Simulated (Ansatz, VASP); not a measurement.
## MnSi: VASP beside Ansatz

File INCAR:

```
PREC     = Accurate       # precision mode
ENCUT    = 520            # plane-wave cutoff, eV
EDIFF    = 1E-6           # SCF threshold, eV
ISMEAR   = -1             # smearing method
SIGMA    = 0.05           # smearing width, eV
LREAL    = False          # projectors in reciprocal space
LASPH    = True           # aspherical terms in the spheres
NELM     = 150            # most SCF steps
ALGO     = Normal         # electronic algorithm
ISIF     = 2              # what is computed and relaxed
LWAVE    = False          # write WAVECAR
LCHARG   = True           # write CHGCAR
ISPIN    = 2              # spin polarisation
MAGMOM   = 4 0            # initial moments
LORBIT   = 11             # projections on sites
LMAXMIX  = 4              # l up to which the mixer works
GGA      = PE             # functional
LELF     = True           # ELF
LVHAR    = True         
NBANDS   = 20             # bands
```

Contents of KPOINTS:

```
regular mesh
0
Gamma
  9 9 9
```

Contents of POSCAR:

```
MnSi
1.0
    2.9874314600      0.0000000000      0.0000000000
    0.0000000000      2.9874314600      0.0000000000
    0.0000000000      0.0000000000      2.9874314600
Mn Si
1 1
Direct
    0.5000000000      0.5000000000      0.5000000000
    0.0000000000      0.0000000000      0.0000000000
```

The input input.yaml:

```yaml
crystal:
  lattice:
    - [2.98743146, 0.0, 0.0]
    - [0.0, 2.98743146, 0.0]
    - [0.0, 0.0, 2.98743146]
  atoms:
    - { symbol: Mn, position: [0.5, 0.5, 0.5], spin: 4.0 }
    - { symbol: Si, position: [0.0, 0.0, 0.0] }
kpoints:
  mp_grid: { grid: [9, 9, 9] }
scf:
  occupations: { method: fermi_dirac, width: 0.05 }
hamiltonian:
  xc: pbe
  pseudopotentials: { kind: all_electron, lapw: { basis_error: 0.001 } }
magnetization:
  spin_polarized: true
output:
  forces: true
  stress: true
  eigenvalues: true
  populations: true
```

Alike in both runs: task single point; functional PBE; k mesh 9 × 9 × 9; occupations fermi-dirac, width 0.05 eV; collinear spin.

|  | VASP | Ansatz |
| --- | --- | --- |
| version | VASP 6.6.1 | Ansatz 0.2.0 |
| potentials or method | VASP PAW PBE potentials, release 64 (Mn_pv, Si), cutoff 520 eV | all-electron LAPW, scalar-relativistic |

Ansatz gave:

```
gap on the k mesh at the Fermi level (eV)                     : none
pressure (GPa)                                                : -26.0
net moment per atom (μB)                                      : 0.44
size of the moment on the site where the two differ most (μB) : 0.98
```

Problem. Which values does VASP return?

Solution. gap on the k mesh at the Fermi level (eV): none; pressure (GPa): -26.1; net moment per atom (μB): 0.44; size of the moment on the site where the two differ most (μB): 0.96.

Site moments also hang on the region over which each program counts them. A gap of «none» marks a metal or a gap that the smearing closes. Ansatz ran all-electron here, and VASP with PAW potentials.
